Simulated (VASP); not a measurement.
Set up this calculation in VASP 6.6.1, as the native input.

```
Task                   : single point
Functional             : r2SCAN
Potentials or basis    : VASP PAW PBE potentials, release 64 (S)
Cutoff                 : 520 eV
k mesh                 : 3 × 3 × 3
Occupations            : fermi-dirac, width 0.05 eV
Spin                   : no spin polarisation
Dipole correction      : no
Further INCAR settings : LREAL = Auto; ALGO = Normal; EDIFF = 1e-06; NBANDS = 118
```

The system is S.

```
CELL_PARAMETERS angstrom
0.00000 6.59098 12.46298
5.39311 0.00000 12.46298
5.39311 6.59098 0.00000
ATOMIC_POSITIONS crystal
S 0.36658 0.47999 0.48100
S 0.67244 0.48100 0.47999
S 0.48100 0.67244 0.36658
S 0.47999 0.36658 0.67244
S 0.57756 0.76900 0.77001
S 0.76900 0.57756 0.88342
S 0.77001 0.88342 0.57756
S 0.88342 0.77001 0.76900
S 0.23712 0.36123 0.45808
S 0.94356 0.45808 0.36123
S 0.45808 0.94356 0.23712
S 0.36123 0.23712 0.94356
S 0.30644 0.79192 0.88877
S 0.79192 0.30644 0.01288
S 0.88877 0.01288 0.30644
S 0.01288 0.88877 0.79192
S 0.43005 0.31201 0.36158
S 0.89636 0.36158 0.31201
S 0.36158 0.89636 0.43005
S 0.31201 0.43005 0.89636
S 0.35364 0.88842 0.93799
S 0.88842 0.35364 0.81995
S 0.93799 0.81995 0.35364
S 0.81995 0.93799 0.88842
S 0.87275 0.63432 0.19218
S 0.63432 0.87275 0.30076
S 0.19218 0.30076 0.87275
S 0.30076 0.19218 0.63432
S 0.61568 0.37725 0.94924
S 0.05782 0.94924 0.37725
S 0.94924 0.05782 0.61568
S 0.37725 0.61568 0.05782
```

These files were run (other wordings do the same):

POSCAR

```
S
1.0
    0.0000000000      6.5909752277     12.4629758732
    5.3931080022      0.0000000000     12.4629758732
    5.3931080022      6.5909752277      0.0000000000
S
32
Direct
    0.3665752903      0.4799855680      0.4809950384
    0.6724441033      0.4809950384      0.4799855680
    0.4809950384      0.6724441033      0.3665752903
    0.4799855680      0.3665752903      0.6724441033
    0.5775558967      0.7690049616      0.7700144320
    0.7690049616      0.5775558967      0.8834247097
    0.7700144320      0.8834247097      0.5775558967
    0.8834247097      0.7700144320      0.7690049616
    0.2371246954      0.3612314392      0.4580804039
    0.9435634615      0.4580804039      0.3612314392
    0.4580804039      0.9435634615      0.2371246954
    0.3612314392      0.2371246954      0.9435634615
    0.3064365385      0.7919195961      0.8887685608
    0.7919195961      0.3064365385      0.0128753046
    0.8887685608      0.0128753046      0.3064365385
    0.0128753046      0.8887685608      0.7919195961
    0.4300484735      0.3120139640      0.3615776063
    0.8963599562      0.3615776063      0.3120139640
    0.3615776063      0.8963599562      0.4300484735
    0.3120139640      0.4300484735      0.8963599562
    0.3536400438      0.8884223937      0.9379860360
    0.8884223937      0.3536400438      0.8199515265
    0.9379860360      0.8199515265      0.3536400438
    0.8199515265      0.9379860360      0.8884223937
    0.8727459405      0.6343208577      0.1921765949
    0.6343208577      0.8727459405      0.3007566068
    0.1921765949      0.3007566068      0.8727459405
    0.3007566068      0.1921765949      0.6343208577
    0.6156791423      0.3772540595      0.9492433932
    0.0578234051      0.9492433932      0.3772540595
    0.9492433932      0.0578234051      0.6156791423
    0.3772540595      0.6156791423      0.0578234051
```

INCAR.step1

```
SYSTEM = S
ALGO = Normal ; EDIFF = 1E-4
ENCUT = 520 ; GGA = PE
ISMEAR = -1 ; LASPH = .True.
LCHARG = .False. ; LREAL = Auto
LUSENCCL = .False. ; LWAVE = .True.
NBANDS = 118 ; NELM = 100
PREC = Accurate ; SIGMA = 0.05
```

INCAR.step2

```
SYSTEM = S
ALGO = Normal ; EDIFF = 1E-6
ENCUT = 520 ; ISIF = 2
ISMEAR = -1 ; ISTART = 1
LASPH = .True. ; LCHARG = .False.
LMIXTAU = .True. ; LREAL = Auto
LUSENCCL = .False. ; LWAVE = .False.
METAGGA = R2SCAN ; NBANDS = 118
NELM = 100 ; PREC = Accurate
SIGMA = 0.05
```

KPOINTS

```
k-points
0
Gamma
  3 3 3
  0 0 0
```

Potentials or basis: VASP PAW PBE potentials, release 64 (S).

Command:

```bash
$ cat potpaw_PBE.64/S/POTCAR > POTCAR
$ cp INCAR.step1 INCAR
$ mpirun -np 1 vasp_std > vasp.out
$ cp INCAR.step2 INCAR
$ mpirun -np 1 vasp_std > vasp.out
```

It gave:

The pressure is -0.5 GPa. The largest force is 0.122 eV/Å and the band gap on the k mesh is 2.54 eV (least direct gap 2.63 eV).

Caveat: the PAW data sets were made with another functional, which shifts forces and pressure a little.

It took 3.6 min on 1 × NVIDIA H100 80GB with 1 thread of AMD EPYC 7R13 Processor (Zen 3) (shared host), peak memory 2.3 GiB.
